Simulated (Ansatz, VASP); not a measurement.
**One calculation of H, two programs**

The input INCAR:

```
SYSTEM = H
  ALGO = Normal
  EDIFF = 1E-7
  ENCUT = 520
  GGA = PE
  ISIF = 2
  ISMEAR = 0
  IVDW = 12
  LASPH = .TRUE.
  LCHARG = .FALSE.
  LREAL = .FALSE.
  LWAVE = .FALSE.
  NBANDS = 6
  NELM = 60
  PREC = Accurate
  SIGMA = 0.05
```

Contents of KPOINTS:

```
k-points
0
G
  12 12 30
  0 0 0
```

File POSCAR:

```
H
1.0
    2.6068951557      0.0000000000      0.0000000000
    0.0000000000      2.6068951557      0.0000000000
    0.0000000000      0.0000000000      1.0129095398
H
1
Direct
    0.0000000000      0.0000000000      0.5000000000
```

Input for Ansatz:

```yaml
crystal:
  lattice:
    - [2.6068951557, 0.0, 0.0]
    - [0.0, 2.6068951557, 0.0]
    - [0.0, 0.0, 1.0129095398]
  atoms:
    - { symbol: H, position: [0.0, 0.0, 0.5] }
basis:
  ecutwfc: 420
kpoints:
  mp_grid: { grid: [12, 12, 30] }
hamiltonian:
  xc: pbe
  dispersion: d3bj
scf:
  occupations: { method: gaussian, width: 0.05 }
output:
  forces: true
  stress: true
  eigenvalues: true
```

Alike in both runs: task single point; functional PBE; dispersion D3(BJ); k mesh 12 × 12 × 30; occupations gaussian, width 0.05 eV; no spin polarisation.

|  | VASP | Ansatz |
| --- | --- | --- |
| version | VASP 6.6.1 | Ansatz 0.2.0 |
| potentials or method | VASP PAW PBE potentials, release 64 (H), cutoff 520 eV | scalar-relativistic, plane waves, PAW |
| valence electrons in the cell | 1 | 1 |

|  | VASP | Ansatz | Ansatz less VASP |
| --- | --- | --- | --- |
| gap on the k mesh at the Fermi level (eV) | none | none | - |
| pressure (GPa) | -3.0 | -2.7 | +0.28 |
| traceless stress, the component that is largest in VASP (GPa) | -5.89 | -5.86 | +0.033 |

A gap of «none» marks a metal or a gap that the smearing closes.
